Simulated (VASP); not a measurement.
Input of a VASP 6.6.1 run:

INCAR

```
SYSTEM = Sc5Al
PREC = Accurate ; ENCUT = 600
EDIFF = 1E-7 ; ISMEAR = 0
SIGMA = 0.1 ; LREAL = .False.
LASPH = .True. ; NELM = 60
ALGO = Normal ; ISIF = 3
LWAVE = .False. ; LCHARG = .False.
GGA = PE ; IBRION = 2
NSW = 90 ; EDIFFG = -0.04
```

File KPOINTS:

```
Automatic mesh
0
Gamma
  6 6 2
  0 0 0
```

File POSCAR:

```
Sc5Al
1.0
    2.9406800300      0.0000000000      0.0000000000
   -1.4703400200      2.5467036100      0.0000000000
    0.0000000000      0.0000000000     14.4063311400
Sc Al
5 1
Direct
    0.0000000000      0.0000000000      0.0000000000
    0.3333333300      0.6666666700      0.8333333300
    0.6666666700      0.3333333300      0.6666666700
    0.3333333300      0.6666666700      0.3333333300
    0.6666666700      0.3333333300      0.1666666700
    0.0000000000      0.0000000000      0.5000000000
```

Potentials or basis: VASP PAW PBE potentials, release 64 (Sc_sv, Al).

Launch:

```console
$ cat potpaw_PBE.64/Sc_sv/POTCAR potpaw_PBE.64/Al/POTCAR > POTCAR
$ mpirun -np 1 vasp_std > vasp.out
```

Problem. Predict the band gap on the k mesh.

Solution. Zero (band 29 reaches 4.84 eV, above the bottom of band 30 at 3.81 eV).

Problem. Estimate the relaxed cell.

Solution. a = 3.235 Å, b = 3.235 Å, c = 15.433 Å, α = 90.00°, β = 90.00°, γ = 120.00°.

Problem. Predict the relaxed volume.

Solution. 23.31 Å³/atom.

Forces in eV/Å, atoms in the order of the input:
```
Sc   0.000  0.000  0.000
Sc   0.000  0.000 -0.027
Sc   0.000  0.000 -0.012
Sc   0.000  0.000  0.012
Sc   0.000  0.000  0.027
Al   0.000  0.000  0.000
```

Caveat: the k points lie up to 0.37 Å⁻¹ apart in the final cell; the volume moved by over 15 % at a fixed basis, so the end points are rough.
